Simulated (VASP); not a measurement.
A run of VASP 6.6.1 is set up as follows.

Contents of INCAR:

```
PREC     = Accurate       # precision mode
ENCUT    = 520            # plane-wave cutoff, eV
EDIFF    = 1E-6           # SCF threshold, eV
ISMEAR   = 0              # smearing method
SIGMA    = 0.02           # smearing width, eV
LREAL    = False          # projectors in reciprocal space
LASPH    = True           # aspherical terms in the spheres
NELM     = 80             # most SCF steps
ALGO     = Normal         # electronic algorithm
ISIF     = 2              # what is computed and relaxed
LWAVE    = False          # write WAVECAR
LCHARG   = False          # write CHGCAR
GGA      = PE             # functional
NBANDS   = 18             # bands
```

Contents of KPOINTS:

```
regular mesh
0
Gamma
  8 1 6
```

File POSCAR:

```
P
1.0
    3.4517598902      0.0000000000      0.0000000000
    0.0000000000     36.4317981727      0.0000000000
    0.0000000000      0.0000000000      4.5098252660
P
4
Direct
    0.0000000000      0.9705743070      0.5866631245
    0.0000000000      0.0294256930      0.4133368755
    0.5000000000      0.0294256930      0.0866631245
    0.5000000000      0.9705743070      0.9133368755
```

Potentials or basis: VASP PAW PBE potentials, release 64 (P).

The run is started by

```sh
$ cat potpaw_PBE.64/P/POTCAR > POTCAR
$ mpirun -np 1 vasp_std > vasp.out
```

Task: Estimate the band gap on the k mesh.

Result: 0.92 eV.

Task: Predict the largest force.

Result: 0.274 eV/Å.

Forces on the atoms (eV/Å):
```
P    0.000  0.274 -0.006
P    0.000 -0.274  0.006
P    0.000 -0.274 -0.006
P    0.000  0.274  0.006
```

Caveat: the cell differs from its parent crystal (biaxial strain in the a-b plane: +4.5 %).
